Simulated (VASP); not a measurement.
Wanted: the native input for a VASP 6.6.1 run.

```
Task                   : single point
Functional             : PBEsol
Potentials or basis    : VASP PAW PBE potentials, release 64 (B, N)
Cutoff                 : 520 eV
k mesh                 : 12 × 12 × 4
Occupations            : gaussian, width 0.05 eV
Spin                   : no spin polarisation
Dipole correction      : no
Further INCAR settings : ALGO = Normal; EDIFF = 1e-06; NBANDS = 16
```

The structure of BN lies in POSCAR:

```
BN
1.0
    2.5398773333      0.0000000000      0.0000000000
   -1.2699386667      2.1995979833      0.0000000000
    0.0000000000      0.0000000000      6.6357000000
B N
2 2
Direct
    0.3333333333      0.6666666667      0.2500000000
    0.6666666667      0.3333333333      0.7500000000
    0.3333333333      0.6666666667      0.7500000000
    0.6666666667      0.3333333333      0.2500000000
```

One way to write it, as run:

INCAR

```
SYSTEM = BN
PREC     = Accurate       ! precision mode
ENCUT    = 520            ! plane-wave cutoff, eV
EDIFF    = 1E-6           ! SCF threshold, eV
ISMEAR   = 0              ! smearing method
SIGMA    = 0.05           ! smearing width, eV
LREAL    = .False.        ! projectors in reciprocal space
LASPH    = .True.         ! aspherical terms in the spheres
NELM     = 80             ! most SCF steps
ALGO     = Normal         ! electronic algorithm
ISIF     = 2              ! what is computed and relaxed
LWAVE    = .False.        ! write WAVECAR
LCHARG   = .False.        ! write CHGCAR
GGA      = PS             ! functional
NBANDS   = 16             ! bands
```

KPOINTS

```
Automatic mesh
0
Gamma
  12 12 4
  0 0 0
```

Potentials or basis: VASP PAW PBE potentials, release 64 (B, N).

Command:

```bash
$ cat potpaw_PBE.64/B/POTCAR potpaw_PBE.64/N/POTCAR > POTCAR
$ mpirun -np 1 vasp_std > vasp.out
```

Results of the run:

The pressure is -8.9 GPa. The band gap on the k mesh is 4.09 eV, indirect (least direct gap 4.47 eV).

Caveat: the PAW data sets were made with another functional, which shifts forces and pressure a little; this functional lacks dispersion, which binds the layers, so the pressure and a relaxed spacing across them are unreliable.

Run time: 42 s on 1 thread of Intel(R) Xeon(R) Platinum 8375C CPU @ 2.90GHz (Ice Lake), with other jobs on the host, peak memory 0.16 GiB.
